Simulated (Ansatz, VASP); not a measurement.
## One calculation of ZrC, two programs

INCAR

```
SYSTEM = ZrC
ALGO = Normal
EDIFF = 1E-8
ENCUT = 520
GGA = PE
ISIF = 2
ISMEAR = -1
LASPH = .True.
LCHARG = .False.
LEFG = .True.
LREAL = .False.
LWAVE = .False.
NBANDS = 15
NELM = 60
PREC = Accurate
SIGMA = 0.05
```

The input KPOINTS:

```
k-points
0
Gamma
  15 15 15
  0 0 0
```

The input POSCAR:

```
ZrC
1.0
    0.0705063000      2.3854631500      2.3854631500
    2.3854631500      0.0705063000      2.3854631500
    2.3854631500      2.3854631500      0.0705063000
Zr C
1 1
Direct
    0.5000000000      0.5000000000      0.5000000000
    0.0000000000      0.0000000000      0.0000000000
```

Input for Ansatz:

```yaml
crystal:
  lattice:
    - [0.0705063, 2.38546315, 2.38546315]
    - [2.38546315, 0.0705063, 2.38546315]
    - [2.38546315, 2.38546315, 0.0705063]
  atoms:
    - { symbol: Zr, position: [0.5, 0.5, 0.5] }
    - { symbol: C, position: [0.0, 0.0, 0.0] }
kpoints:
  mp_grid: { grid: [15, 15, 15] }
scf:
  occupations: { method: fermi_dirac, width: 0.05 }
hamiltonian:
  xc: pbe
  pseudopotentials: { kind: paw }
output:
  forces: true
  stress: true
  eigenvalues: true
  efg: { contact_densities: true }
```

Change from the starting cell: equal xy, yz and zx shear strains of +3 %, PAW files.

Alike in both runs: task electric field gradients; functional PBE; k mesh 15 × 15 × 15; occupations fermi-dirac, width 0.05 eV; no spin polarisation.

|  | VASP | Ansatz |
| --- | --- | --- |
| version | VASP 6.6.1 | Ansatz 0.2.0 |
| potentials or method | VASP PAW PBE potentials, release 64 (Zr_sv, C) | PAW with Ansatz's default frozen-core files, scalar-relativistic |
| plane-wave cutoff (eV) | 520 | 420 |
| valence electrons in the cell | 16 | 16 |

Ansatz gave:

| Property | Result |
| --- | --- |
| pressure (GPa) | 1.3 |
| traceless stress, the component that is largest in VASP (GPa) | -4.80 |
| size of Vzz on the site where it differs most (V/Å²) | 3.4 |

Question: Which values does VASP return?

Answer: Pressure (GPa): 1.6; traceless stress, the component that is largest in VASP (GPa): -4.80; size of Vzz on the site where it differs most (V/Å²): 3.2.
